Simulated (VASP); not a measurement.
SnSe:

```
Sn Se
1.0
    11.64398    0.00000    0.00000
     0.00000    4.27218    0.00000
     0.00000    0.00000    4.54747
Sn Se
4 4
Direct
  0.87700 0.75000 0.90900
  0.62300 0.25000 0.40900
  0.37700 0.75000 0.59100
  0.12300 0.25000 0.09100
  0.64300 0.75000 0.98400
  0.85700 0.25000 0.48400
  0.14300 0.75000 0.51600
  0.35700 0.25000 0.01600
```

Base run:

- Program: VASP 6.6.1
- Functional: PBEsol
- Potentials or basis: VASP PAW PBE potentials, release 64 (Sn_d, Se)
- Cutoff: 520 eV
- k mesh: 3 × 6 × 6
- Occupations: fermi-dirac, width 0.05 eV
- Spin: no spin polarisation

Its results: band gap on the k mesh 0.52 eV (least direct gap 0.70 eV); pressure -3.2 GPa; largest force 0.214 eV/Å.

The run is repeated on the same cell with these changes: functional from PBEsol to BLYP; further incar settings from ALGO = Normal; EDIFF = 1e-06; NBANDS = 50 to ALGO = Normal; EDIFF = 1e-07; NBANDS = 50. What comes out?

Band gap on the k mesh 0.70 eV (least direct gap 0.89 eV); pressure 3.2 GPa; largest force 0.171 eV/Å.

Caveats: the PAW data sets were made with another functional, which shifts forces and pressure a little; spin-orbit coupling is left out, which moves the levels of the heavy elements; an odd mesh through Γ misses points on the zone boundary, where band edges can lie; the cell stands under tension (at least some runs); the cell stands under pressure (at least some runs).
